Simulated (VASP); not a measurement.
Input of a VASP 6.6.1 run:

Contents of INCAR:

```
SYSTEM = Be
PREC = Accurate
ENCUT = 520
EDIFF = 1E-7
ISMEAR = -1
SIGMA = 0.1
LREAL = .FALSE.
LASPH = .TRUE.
NELM = 80
ALGO = Normal
ISIF = 2
LWAVE = .FALSE.
LCHARG = .FALSE.
GGA = PS
NBANDS = 9
```

Contents of KPOINTS:

```
regular mesh
0
G
  26 26 15
  0 0 0
```

File POSCAR:

```
Be
1.0
    2.3450082417      0.0000000000      0.0000000000
   -1.1725041209      2.0308367094      0.0000000000
    0.0000000000      0.0000000000      3.6870332975
Be
2
Direct
    0.3333333333      0.6666666667      0.2500000000
    0.6666666667      0.3333333333      0.7500000000
```

Potentials or basis: VASP PAW PBE potentials, release 64 (Be).

The run is started by

```sh
$ cat potpaw_PBE.64/Be/POTCAR > POTCAR
$ mpirun -np 1 vasp_std > vasp.out
```

(1) What does it give for the band gap on the k mesh?

(2) What does it give for the pressure?

Results:

(1) zero (bands 2 and 3 overlap by 1.60 eV).

(2) -11.4 GPa.

Caveat: the cell stands under tension; the PAW data sets were made with another functional, which shifts forces and pressure a little.
